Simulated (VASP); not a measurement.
# GaAs (F-43m) in VASP: further runs, part 2 of 2

VASP 6.6.1.

## (6) Relaxation of cell and atoms, PBE+D3(BJ)

This run uses another cell than the first one, of 22.59 Å³/atom, 0.989 times its volume.

File INCAR:

```
SYSTEM = GaAs
PREC     = Accurate       ! precision mode
ENCUT    = 600            ! plane-wave cutoff, eV
EDIFF    = 1E-7           ! SCF threshold, eV
ISMEAR   = -1             ! smearing method
SIGMA    = 0.05           ! smearing width, eV
LREAL    = .FALSE.        ! projectors in reciprocal space
LASPH    = .TRUE.         ! aspherical terms in the spheres
NELM     = 80             ! most SCF steps
ALGO     = Normal         ! electronic algorithm
ISIF     = 3              ! what is computed and relaxed
LWAVE    = .FALSE.        ! write WAVECAR
LCHARG   = .FALSE.        ! write CHGCAR
GGA      = PE             ! functional
IVDW     = 12             ! dispersion correction
IBRION   = 2              ! ionic algorithm
NSW      = 80             ! ionic steps
EDIFFG   = -0.02          ! ionic threshold
```

File KPOINTS:

```
Automatic mesh
0
G
  8 8 8
  0 0 0
```

File POSCAR:

```
GaAs
1.0
    0.0000000000      2.8268500000      2.8268500000
    2.8268500000      0.0000000000      2.8268500000
    2.8268500000      2.8268500000      0.0000000000
As Ga
1 1
Direct
    0.7500000000      0.7500000000      0.7500000000
    0.0000000000      0.0000000000      0.0000000000
```

Potentials or basis: VASP PAW PBE potentials, release 64 (As, Ga_d).

On the command line:

```
$ cat potpaw_PBE.64/As/POTCAR potpaw_PBE.64/Ga_d/POTCAR > POTCAR
$ mpirun -np 1 vasp_std > vasp.out
```

OUTCAR:

```text
SYSTEM = GaAs
   PREC = Accurate
   ENCUT = 600
   EDIFF = 1E-7
   ISMEAR = -1
   LREAL = .FALSE.
   LASPH = .TRUE.
   NELM = 80
   ISIF = 3
   GGA = PE
   IVDW = 12
   IBRION = 2
   NSW = 80
   EDIFFG = -0.02
 IVDW          = 12

 ion  position               nearest neighbor table
   1  0.750  0.750  0.750-   2 2.45   2 2.45   2 2.45   2 2.45
   2  0.000  0.000  0.000-   1 2.45   1 2.45   1 2.45   1 2.45

  LATTYP: Found a face centered cubic cell.
 ALAT       =     5.6537000000

  Lattice vectors:

 A1 = (   0.0000000000,   2.8268500000,   2.8268500000)
 A2 = (   2.8268500000,   0.0000000000,   2.8268500000)
 A3 = (   2.8268500000,   2.8268500000,   0.0000000000)

Analysis of symmetry for initial positions (statically):
=====================================================================
 Subroutine PRICEL returns:
 Original cell was already a primitive cell.

[... 255 lines left out ...]
  free energy    TOTEN  =        -8.25846941 eV

  energy without entropy =       -8.25841230  energy(sigma->0) =       -8.25844085

 E-fermi :   4.0413     XC(G=0):  -9.5249

 val. band max:        3.8036526495   @ k =   0.0000   0.0000   0.0000
 cond. band min:       4.2196782745   @ k =   0.0000   0.0000   0.0000
 fundamental gap:      0.4160256250
 Fermi energy:         4.0412901662

 k-point     1 :       0.0000    0.0000    0.0000
  band No.  band energies     occupation
      1     -10.9813      2.00000
      2     -10.9813      2.00000
      3     -10.9813      2.00000
      4     -10.9055      2.00000
      5     -10.9055      2.00000
      6      -8.8232      2.00000
      7       3.8037      1.98289
      8       3.8037      1.98289
      9       3.8037      1.98289
     10       4.2197      0.05489
     11       7.5284      0.00000
     12       7.5284      0.00000
     13       7.5284      0.00000
[... 354 lines left out ...]
  band No.  band energies     occupation
      1     -11.0645      2.00000
      2     -10.9577      2.00000
      3     -10.9505      2.00000
      4     -10.9096      2.00000
      5     -10.9022      2.00000
      6      -6.7666      2.00000
      7      -2.6188      2.00000
      8       0.6292      2.00000
      9       1.9029      2.00000
     10       6.7867      0.00000
     11       7.9717      0.00000
     12      10.0960      0.00000
     13      11.4281      0.00000

 [... further k-points ...]

------------------------ aborting loop because EDIFF is reached ----------------------------------------

 Edisp (eV)   -0.64006

 E8    (eV) :    -0.2857
[... 25 lines left out ...]
  FREE ENERGIE OF THE ION-ELECTRON SYSTEM (eV)
  ---------------------------------------------------
  free  energy   TOTEN  =        -8.8985330339 eV

  energy  without entropy=       -8.8984759220  energy(sigma->0) =       -8.89850448

 reached required accuracy - stopping structural energy minimisation
```

OSZICAR:

```text
N       E                     dE             d eps       ncg     rms          rms(c)
DAV:   1     0.862000786521E+02    0.86200E+02   -0.10049E+04   778   0.205E+03
DAV:   2    -0.117141369929E+01   -0.87371E+02   -0.84475E+02   802   0.360E+02
DAV:   3    -0.828115091192E+01   -0.71097E+01   -0.70235E+01   954   0.801E+01
[... 25 lines left out ...]
DAV:   3    -0.825857580798E+01    0.10444E-02   -0.12997E-03   994   0.744E-01    0.429E-02
DAV:   4    -0.825848174654E+01    0.94061E-04   -0.12119E-04   847   0.170E-01    0.143E-02
DAV:   5    -0.825846953709E+01    0.12209E-04   -0.87127E-06   938   0.452E-02    0.354E-03
DAV:   6    -0.825846938662E+01    0.15047E-06   -0.72659E-07  1014   0.130E-02    0.188E-03
DAV:   7    -0.825846940925E+01   -0.22637E-07   -0.13430E-07   612   0.686E-03
   3 F= -.88985330E+01 E0= -.88985045E+01  d E =-.187718E-02
```

CONTCAR:

```text
GaAs
   1.00000000000000
     0.0000000000000000    2.8399402563314573    2.8399402563314573
     2.8399402563314573    0.0000000000000000    2.8399402563314573
     2.8399402563314573    2.8399402563314573   -0.0000000000000000
  As              Ga
     1     1
Direct
     0.7500000000000000    0.7500000000000000    0.7500000000000000
     0.0000000000000000    0.0000000000000000    0.0000000000000000

  0.00000000E+00  0.00000000E+00  0.00000000E+00
  0.00000000E+00  0.00000000E+00  0.00000000E+00
```

Wall time 19 s (1 thread of Intel Xeon 6975P-C (Granite Rapids), shared host); peak memory 0.2 GiB.

What came out:

* Free energy: -8.8985 eV
* Relaxed volume: 22.90 Å³/atom
* Relaxed cell: a = 4.016 Å, b = 4.016 Å, c = 4.016 Å, α = 60.00°, β = 60.00°, γ = 60.00°
* Space group after relaxing (to 0.05 Å): F-43m (No. 216)
* Energy gained by relaxing: 0.9 meV/atom
* Ionic steps: 3
* Pressure after relaxing: 0.0 GPa
* Band gap on the k mesh: 0.42 eV, direct
* Dispersion energy per atom: -0.320 eV

The path:
```tsv
step	energy change (eV)	largest force (eV/Å)	pressure (GPa)	volume (Å³)
1	0.0000	0.0000	0.97	45.18
2	-0.0015	0.0000	-0.38	46.08
3	-0.0019	0.0000	-0.01	45.81
```

Final structure:
```yaml
crystal:
  lattice:
    - [0.00000, 2.83994, 2.83994]
    - [2.83994, 0.00000, 2.83994]
    - [2.83994, 2.83994, 0.00000]
  atoms:
    - { symbol: As, position: [0.75000, 0.75000, 0.75000] }
    - { symbol: Ga, position: [0.00000, 0.00000, 0.00000] }
```

Levels at points of the mesh, in eV from the valence-band top:
```
           k point  band 7  band 8  band 9  band 10  band 11  band 12
(0.00, 0.00, 0.00)    0.00    0.00    0.00     0.42     3.72     3.72
(0.50, 0.00, 0.00)   -6.56   -1.12   -1.12     0.96     4.63     4.63
(0.50, 0.50, 0.00)   -6.75   -2.63   -2.63     1.49     1.66    10.06
```

Expect the measured gap to be larger: semilocal functionals such as PBE lack the derivative discontinuity. Zero-point motion and thermal expansion aren't in these numbers.

## (7) The runs side by side

| task | level | cell | cutoff (eV) | gap on the mesh (eV) | pressure (GPa) | relaxed volume (Å³/atom) |
| --- | --- | --- | --- | --- | --- | --- |
| single point | PBE+D3(BJ) | a = 4.013 Å, angles 60.0°, 2 atoms | 520 | 0.43 | 0.2 | - |
| single point | PBE | a = 4.063 Å, angles 60.0°, 2 atoms | 520 | 0.16 | 0.2 | - |
| single point | RPBE | a = 4.104 Å, angles 60.0°, 2 atoms | 520 | - | 0.2 | - |
| relaxation of cell and atoms | RPBE | relaxed from a = 3.998 Å, angles 60.0°, 2 atoms | 600 | - | 0.0 | 24.51 |
| relaxation of cell and atoms | PBE+D3(BJ) | relaxed from a = 3.998 Å, angles 60.0°, 2 atoms | 600 | 0.42 | 0.0 | 22.90 |

Alike in all rows: potentials or basis VASP PAW PBE potentials, release 64 (As, Ga_d); no spin polarisation; k mesh 8 × 8 × 8; smearing fermi-dirac 0.05 eV.

Caveats: the PAW data sets were made with another functional, which shifts forces and pressure a little (some runs).

Total energies depend on the potentials used, so only differences within one code and one set of settings carry meaning.

## (8) How close it comes

Step 2. Measured gap of GaAs: 1.418 eV (direct; 300 K; “Evidence of valence band perturbations in GaAsN/GaAs(001): A combined variable-angle spectroscopic ellipsometry and modulated photoreflectance investigation”, 2008, arxiv:0805.2212). This calculation gives 0.43 eV (-0.98 eV). 3 values of this kind are on record (1.412 to 1.51 eV); this one was drawn at random among those near their median, those with a stated uncertainty first. Spin-orbit coupling on As, Ga is left out. The value is that of PBE+D3(BJ), without temperature or zero-point motion. Semilocal functionals fall short of measured gaps as a rule.

Step 3. Against the measured gap of GaAs, 1.418 eV (direct; 300 K; “Evidence of valence band perturbations in GaAsN/GaAs(001): A combined variable-angle spectroscopic ellipsometry and modulated photoreflectance investigation”, 2008, arxiv:0805.2212), the calculated 0.16 eV is off by -1.26 eV. So large a miss can be the level of theory's own, or it may mean another phase, state or a wrong row. 3 values of this kind are on record (1.412 to 1.51 eV); this one was drawn at random among those near their median, those with a stated uncertainty first. Spin-orbit coupling on As, Ga is left out. The value is that of PBE, without temperature or zero-point motion. Semilocal functionals fall short of measured gaps as a rule.
